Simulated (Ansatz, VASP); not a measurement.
## Two plane-wave programs on GaN

Contents of POSCAR:

```
GaN
1.0
    0.0000000000      2.2489525428      2.2489525428
    2.2489525428      0.0000000000      2.2489525428
    2.2489525428      2.2489525428      0.0000000000
Ga N
1 1
Direct
    0.0000000000      0.0000000000      0.0000000000
    0.2500000000      0.2500000000      0.2500000000
```

File INCAR.step1:

```
SYSTEM = GaN
PREC     = Accurate       ! precision mode
ENCUT    = 910            ! plane-wave cutoff, eV
ISMEAR   = 0              ! smearing method
SIGMA    = 0.01           ! smearing width, eV
LREAL    = .FALSE.        ! projectors in reciprocal space
LASPH    = .TRUE.         ! aspherical terms in the spheres
NELM     = 120            ! most SCF steps
NBANDS   = 16             ! bands
GGA      = PE             ! functional
ALGO     = Normal         ! electronic algorithm
EDIFF    = 1E-5           ! SCF threshold, eV
LWAVE    = .TRUE.         ! write WAVECAR
LCHARG   = .FALSE.        ! write CHGCAR
GGA_COMPAT= .FALSE.
```

The input INCAR.step2:

```
SYSTEM = GaN
PREC     = Accurate       ! precision mode
ENCUT    = 910            ! plane-wave cutoff, eV
EDIFF    = 1E-6           ! SCF threshold, eV
ISMEAR   = 0              ! smearing method
SIGMA    = 0.01           ! smearing width, eV
LREAL    = .FALSE.        ! projectors in reciprocal space
LASPH    = .TRUE.         ! aspherical terms in the spheres
NELM     = 120            ! most SCF steps
ALGO     = Normal         ! electronic algorithm
ISIF     = 2              ! what is computed and relaxed
LWAVE    = .FALSE.        ! write WAVECAR
LCHARG   = .FALSE.        ! write CHGCAR
METAGGA  = R2SCAN         ! meta-GGA
LMIXTAU  = .TRUE.       
NBANDS   = 16             ! bands
ISTART   = 1            
GGA_COMPAT= .FALSE.
```

Contents of KPOINTS:

```
Automatic mesh
0
G
  10 10 10
  0 0 0
```

Input for Ansatz:

```yaml
crystal:
  lattice:
    - [0.0, 2.2489525428, 2.2489525428]
    - [2.2489525428, 0.0, 2.2489525428]
    - [2.2489525428, 2.2489525428, 0.0]
  atoms:
    - { symbol: Ga, position: [0.0, 0.0, 0.0] }
    - { symbol: "N", position: [0.25, 0.25, 0.25] }
kpoints:
  mp_grid: { grid: [10, 10, 10] }
  band_path:
    path:
      - [0.0, 0.0, 0.0]
      - [-0.5, -0.5, 0.0]
      - [-0.375, -0.375, 0.25]
      - [-0.375, 0.0, 0.375]
      - [0.0, 0.0, 0.5]
      - [-0.5, -0.25, 0.25]
    npoints: 1
hamiltonian:
  xc: r2scan
scf:
  occupations: { method: fixed }
  n_extra_bands: 4
output:
  forces: true
  stress: true
  eigenvalues: true
```

Alike in both runs: task single point; functional r2SCAN; k mesh 10 × 10 × 10; no spin polarisation.

|  | VASP | Ansatz |
| --- | --- | --- |
| version | VASP 6.6.1 | Ansatz 0.2.0 |
| potentials or method | VASP PAW PBE potentials, release 64 (Ga_d, N_h) | plane waves, PAW |
| plane-wave cutoff (eV) | 910 | 500 |
| occupations | gaussian, width 0.01 eV | fixed |
| valence electrons in the cell | 18 | 18 |

VASP gave:

| Property | Result |
| --- | --- |
| gap on the k mesh at the Fermi level (eV) | 2.16 |

Q: Which values does Ansatz return?

A: gap on the k mesh at the Fermi level (eV): 2.17.

VASP's potentials were made for PBE, not for r2SCAN.

Noted on VASP's run: the cutoff is short for stress, so the pressure is rough.
